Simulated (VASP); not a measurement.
# Si2Ni in VASP: single point with PBEsol

Aim: the single point of Si2Ni with PBEsol.

Everything below comes from runs of VASP 6.6.1. Logs are shortened: lines on timing, memory, paths and dates and some standing lists are left out, and cuts for length are marked.

## (1) The cell of the first run

The cell holds a slab with vacuum, 12 atoms: a = 3.812 Å, b = 5.391 Å, c = 22.718 Å, α = 90.00°, β = 90.00°, γ = 90.00°.

## (2) Single point, PBEsol

Input file INCAR:

```
PREC = Accurate ; ENCUT = 520
EDIFF = 1E-6 ; ISMEAR = 0
SIGMA = 0.1 ; LREAL = False
LASPH = True ; NELM = 120
ALGO = Normal ; ISIF = 2
LWAVE = False ; LCHARG = False
LDIPOL = True ; IDIPOL = 3
DIPOL = 0.5 0.5 0.500 ; GGA = PS
NBANDS = 48 ; GGA_COMPAT = False
NELMDL = -8
```

Input file KPOINTS:

```
regular mesh
0
Gamma
  8 6 1
```

Input file POSCAR:

```
Si2Ni
1.0
    3.8123023665      0.0000000000      0.0000000000
    0.0000000000      5.3914097106      0.0000000000
    0.0000000000      0.0000000000     22.7184535498
Si Ni
8 4
Direct
    0.0000000000      0.7500000000      0.3741451847
    0.0000000000      0.2500000000      0.3741451847
    0.5000000000      0.2500000000      0.4580483949
    0.5000000000      0.7500000000      0.4580483949
    0.0000000000      0.7520013650      0.5439193010
    0.0000000000      0.2479986350      0.5439193010
    0.5000000000      0.2638774790      0.6260533885
    0.5000000000      0.7361225210      0.6260533885
    0.5000000000      0.5000000000      0.3741451847
    0.0000000000      0.0000000000      0.4580483949
    0.5000000000      0.5000000000      0.5379805181
    0.0000000000      0.0000000000      0.6241960407
```

Potentials or basis: VASP PAW PBE potentials, release 64 (Si, Ni).

Command:

```console
$ cat potpaw_PBE.64/Si/POTCAR potpaw_PBE.64/Ni/POTCAR > POTCAR
$ mpirun -np 1 vasp_std > vasp.out
```

OUTCAR:

```text
PREC = Accurate
   ENCUT = 520
   EDIFF = 1E-6
   ISMEAR = 0
   LREAL = False
   LASPH = True
   NELM = 120
   ISIF = 2
   GGA = PS
   NELMDL = -8

 ion  position               nearest neighbor table
   1  0.000  0.750  0.374-   9 2.33   9 2.33  10 2.33   2 2.70   2 2.70   4 2.70   4 2.70
   2  0.000  0.250  0.374-   9 2.33   9 2.33  10 2.33   1 2.70   1 2.70   3 2.70   3 2.70
   3  0.500  0.250  0.458-  11 2.26  10 2.33  10 2.33   9 2.33   4 2.70   4 2.70   2 2.70   2 2.70
                             6 2.73   6 2.73
   4  0.500  0.750  0.458-  11 2.26  10 2.33  10 2.33   9 2.33   3 2.70   3 2.70   1 2.70   1 2.70
                             5 2.73   5 2.73
   5  0.000  0.752  0.544-  12 2.26  11 2.34  11 2.34  10 2.37   8 2.67   8 2.67   6 2.67   6 2.72
                             4 2.73   4 2.73
   6  0.000  0.248  0.544-  12 2.26  11 2.34  11 2.34  10 2.37   7 2.67   7 2.67   5 2.67   5 2.72
                             3 2.73   3 2.73
   7  0.500  0.264  0.626-  11 2.37  12 2.38  12 2.38   8 2.55   6 2.67   6 2.67   8 2.85
   8  0.500  0.736  0.626-  11 2.37  12 2.38  12 2.38   7 2.55   5 2.67   5 2.67   7 2.85
   9  0.500  0.500  0.374-   1 2.33   2 2.33   1 2.33   2 2.33   3 2.33   4 2.33
  10  0.000  0.000  0.458-   3 2.33   4 2.33   3 2.33   4 2.33   1 2.33   2 2.33   5 2.37   6 2.37

  11  0.500  0.500  0.538-   3 2.26   4 2.26   5 2.34   6 2.34   5 2.34   6 2.34   7 2.37   8 2.37

  12  0.000  0.000  0.624-   5 2.26   6 2.26   7 2.38   8 2.38   7 2.38   8 2.38

  LATTYP: Found a simple orthorhombic cell.
 ALAT       =     3.8123023665
 B/A-ratio  =     1.4142135624
 C/A-ratio  =     5.9592475532

  Lattice vectors:

 A1 = (   3.8123023665,   0.0000000000,   0.0000000000)
 A2 = (   0.0000000000,   5.3914097106,   0.0000000000)
 A3 = (   0.0000000000,   0.0000000000,  22.7184535498)

Analysis of symmetry for initial positions (statically):
=====================================================================
 Subroutine PRICEL returns:
 Original cell was already a primitive cell.

 Routine SETGRP: Setting up the symmetry group for a
 simple orthorhombic supercell.

 Subroutine GETGRP returns: Found  4 space group operations
 (whereof  4 operations were pure point group operations)
 out of a pool of  8 trial point group operations.

The static configuration has the point symmetry C_2v.

Analysis of symmetry for dynamics (positions and initial velocities):
=====================================================================
 Subroutine PRICEL returns:
 Original cell was already a primitive cell.

 Routine SETGRP: Setting up the symmetry group for a
 simple orthorhombic supercell.

 Subroutine GETGRP returns: Found  4 space group operations
 (whereof  4 operations were pure point group operations)
 out of a pool of  8 trial point group operations.

The dynamic configuration has the point symmetry C_2v.

 Subroutine INISYM returns: Found  4 space group operations
 (whereof  4 operations are pure point group operations),
 and found     1 'primitive' translations

----------------------------------------------------------------------------------------

                                     Primitive cell

  volume of cell :     466.9479

  direct lattice vectors                    reciprocal lattice vectors
     3.812302366  0.000000000  0.000000000     0.262308680  0.000000000  0.000000000
     0.000000000  5.391409711  0.000000000     0.000000000  0.185480246  0.000000000
     0.000000000  0.000000000 22.718453550     0.000000000  0.000000000  0.044017081

  length of vectors
     3.812302366  5.391409711 22.718453550     0.262308680  0.185480246  0.044017081

  position of ions in fractional coordinates (direct lattice)
     0.000000000  0.750000000  0.374145185
     0.000000000  0.250000000  0.374145185
     0.500000000  0.250000000  0.458048395
     0.500000000  0.750000000  0.458048395
     0.000000000  0.752001365  0.543919301
     0.000000000  0.247998635  0.543919301
     0.500000000  0.263877479  0.626053388
     0.500000000  0.736122521  0.626053388
     0.500000000  0.500000000  0.374145185
     0.000000000  0.000000000  0.458048395
     0.500000000  0.500000000  0.537980518
     0.000000000  0.000000000  0.624196041

  ion indices of the primitive-cell ions
   primitive index   ion index
                 1           1
                 2           2
                 3           3
[... 27 lines left out ...]

  Shift w.r.t. Gamma in fractional coordinates (k-lattice)
     0.000000000  0.000000000  0.000000000

 Subroutine IBZKPT returns following result:
 ===========================================

 Found     20 irreducible k-points:

 Following reciprocal coordinates:
            Coordinates               Weight
  0.000000  0.000000  0.000000      1.000000
  0.125000  0.000000  0.000000      2.000000
  0.250000  0.000000  0.000000      2.000000
  0.375000  0.000000  0.000000      2.000000
  0.500000  0.000000  0.000000      1.000000
  0.000000  0.166667  0.000000      2.000000
[... 12 lines left out ...]
  0.375000  0.500000  0.000000      2.000000
  0.500000  0.500000  0.000000      1.000000
   k-points           NKPTS =     20   k-points in BZ     NKDIM =     20   number of bands    NBANDS=     48
   number of dos      NEDOS =    301   number of ions     NIONS =     12
   total plane-waves  NPLWV = 201600
   dimension x,y,z NGX =    28 NGY =   40 NGZ =  180
   dimension x,y,z NGXF=    56 NGYF=   80 NGZF=  360
   ions per type =               8   4
   NGX,Y,Z   is equivalent  to a cutoff of  12.21, 12.33, 13.17 a.u.
   NGXF,Y,Z  is equivalent  to a cutoff of  24.42, 24.67, 26.34 a.u.
 SYSTEM =  unknown system
   PREC   = accura    normal or accurate (medium, high low for compatibility)
   ISTART =      0    job   : 0-new  1-cont  2-samecut
   ICHARG =      2    charge: 1-file 2-atom 10-const
   ISPIN  =      1    spin polarized calculation?
   LNONCOLLINEAR =      F non collinear calculations
   LSORBIT =      F    spin-orbit coupling
   LASPH  =      T    aspherical Exc in radial PAW
   ENCUT  =  520.0 eV  38.22 Ry    6.18 a.u.   7.09 10.02 42.24*2*pi/ulx,y,z
   NELM   =    120;   NELMIN=  2; NELMDL= -8     # of ELM steps
   EDIFF  = 0.1E-05   stopping-criterion for ELM
   LREAL  =      F    real-space projection
   EDIFFG = 0.1E-04   stopping-criterion for IOM
   NSW    =      0    number of steps for IOM
   IBRION =     -1    ionic relax: 0-MD 1-quasi-New 2-CG
   NFREE  =      0    steps in history (QN), initial steepest desc. (CG)
   ISIF   =      2    stress and relaxation
   ISYM   =      2    0-nonsym 1-usesym 2-fastsym
   POTIM  = 0.5000    time-step for ionic-motion
   TEBEG  =    0.0;   TEEND  =   0.0 temperature during run
   PSTRESS=    0.0 pullay stress
   NELECT =      72.0000    total number of electrons
   NUPDOWN=      -1.0000    fix difference up-down
   EMIN   =  10.00;   EMAX   =-10.00  energy-range for DOS
   EFERMI =   0.00;   METHOD = LEGACY
   ISMEAR =     0;   SIGMA  =   0.10  broadening in eV -4-tet -1-fermi 0-gaus
   EFERMI_NEDOS =   21; number of points for ismear=-14 and -15
   IALGO  =     38    algorithm
   IMIX   =      4    mixing-type and parameters
     AMIX     =   0.40;   BMIX     =  1.00
     AMIX_MAG =   1.60;   BMIX_MAG =  1.00
  volume/ion in A,a.u.               =      38.91       262.59
  Fermi-wavevector in a.u.,A,eV,Ry     =   0.877869  1.658931 10.485374  0.770653
  Thomas-Fermi vector in A             =   1.997877
   LORBIT       =      0    0 simple, 1 ext, 2 COOP (PROOUT), +10 PAW based schemes
   GGA     = PS    functional components
   LHFCALC =     F    Hartree Fock is set to
   AEXX    =    0.0000 exact exchange contribution
   IVDW    =     0    specifies the selected vdW correction
   LEPSILON=     F    determine dielectric tensor
   LRPA    =     F    only Hartree local field effects (RPA)
 non-spin polarized calculation
 Gauss-broadening in eV      SIGMA  =   0.10
  energy-cutoff  :      520.00
  volume of cell :      466.95
 maximum number of plane-waves:     12640
   NGX = 15   NGY = 21   NGZ = 85

 dipolmoment           0.000000      0.000000      0.000278 electrons x Angstroem

 number of electron      72.0000021 magnetization

 dipolmoment           0.000000      0.000000     -0.012616 electrons x Angstroem

 Free energy of the ion-electron system (eV)
  ---------------------------------------------------
  ext. energy  EPLUGINS =         0.00000000
  ---------------------------------------------------
  free energy    TOTEN  =       -72.36489573 eV

  energy without entropy =      -72.35059714  energy(sigma->0) =      -72.35774643

 E-fermi :   0.2360     XC(G=0):  -4.7713

 val. band max:        0.2322544744   @ k =   0.0000   0.3333   0.0000
 cond. band min:       0.3060399329   @ k =   0.5000   0.1667   0.0000
 fundamental gap:      0.0737854585
 Fermi energy:         0.2359666533

 k-point     1 :       0.0000    0.0000    0.0000
  band No.  band energies     occupation
      1     -12.8001      2.00000
      2     -11.2817      2.00000
      3      -9.0777      2.00000
      4      -8.8280      2.00000
      5      -7.5857      2.00000
      6      -7.2295      2.00000
[... 1009 lines left out ...]
     47       3.0882      0.00000
     48       3.3200      0.00000

------------------------ aborting loop because EDIFF is reached ----------------------------------------

 vacuum level on the upper side and lower side of the slab       (xc-potential included)        -0.187        -0.079

  FORCE on cell =-STRESS in cart. coord.  units (eV):
  Direction    XX          YY          ZZ          XY          YZ          ZX
  --------------------------------------------------------------------------------------
  -------------------------------------------------------------------------------------
  Total       -9.6505902     -7.6508662     -0.6622778      0.0000000      0.0000000      0.0000000
  in kB      -33.1128084    -26.2514168     -2.2723873      0.0000000      0.0000000      0.0000000
  external PRESSURE =     -20.5455375 kB  Pullay stress =       0.0000000 kB

 VOLUME and BASIS-vectors are now :
 -----------------------------------------------------------------------------
  energy-cutoff  :      520.00
  volume of cell :      466.95
      direct lattice vectors                 reciprocal lattice vectors
     3.812302366  0.000000000  0.000000000     0.262308680  0.000000000  0.000000000
     0.000000000  5.391409711  0.000000000     0.000000000  0.185480246  0.000000000
     0.000000000  0.000000000 22.718453550     0.000000000  0.000000000  0.044017081

 POSITION                                       TOTAL-FORCE (eV/Angst)
 -----------------------------------------------------------------------------------
      0.00000      4.04356      8.50000         0.000000      0.294007     -0.019347
      0.00000      1.34785      8.50000        -0.000000     -0.294007     -0.019347
      1.90615      1.34785     10.40615         0.000000     -0.023767     -0.737970
      1.90615      4.04356     10.40615         0.000000      0.023767     -0.737970
      0.00000      4.05435     12.35701         0.000000     -0.009803     -0.001921
      0.00000      1.33706     12.35701         0.000000      0.009803     -0.001921
      1.90615      1.42267     14.22296         0.000000      0.006648     -0.001897
      1.90615      3.96874     14.22296         0.000000     -0.006648     -0.001897
      1.90615      2.69570      8.50000         0.000000      0.000000      0.445085
      0.00000      0.00000     10.40615         0.000000      0.000000      1.035806
      1.90615      2.69570     12.22209         0.000000      0.000000      0.002161
      0.00000      0.00000     14.18077         0.000000      0.000000      0.039218
 -----------------------------------------------------------------------------------
    total drift:                                0.000000     -0.000000      0.001124

  FREE ENERGIE OF THE ION-ELECTRON SYSTEM (eV)
  ---------------------------------------------------
  free  energy   TOTEN  =       -72.3648957265 eV

  energy  without entropy=      -72.3505971422  energy(sigma->0) =      -72.35774643

 vacuum level on the upper side and lower side of the slab         4.843         4.953
```

It took 11 min on 1 thread of Intel Xeon 6975P-C (Granite Rapids), shared host; peak memory 0.69 GiB.

What came out:

| Item | Value |
| --- | --- |
| Free energy | -72.3649 eV |
| Largest force | 1.036 eV/Å |
| Band gap on the k mesh | zero (bands 36 and 37 overlap by 0.93 eV) |

Forces in eV/Å, atoms in the order of the input:
```
Si   0.000  0.294 -0.019
Si   0.000 -0.294 -0.019
Si   0.000 -0.024 -0.738
Si   0.000  0.024 -0.738
Si   0.000 -0.010 -0.002
Si   0.000  0.010 -0.002
Si   0.000  0.007 -0.002
Si   0.000 -0.007 -0.002
Ni   0.000  0.000  0.445
Ni   0.000  0.000  1.036
Ni   0.000  0.000  0.002
Ni   0.000  0.000  0.039
```

Caveat: the PAW data sets were made with another functional, which shifts forces and pressure a little.

The gap in the log of VASP goes by the Fermi energy; the results here count the filled bands.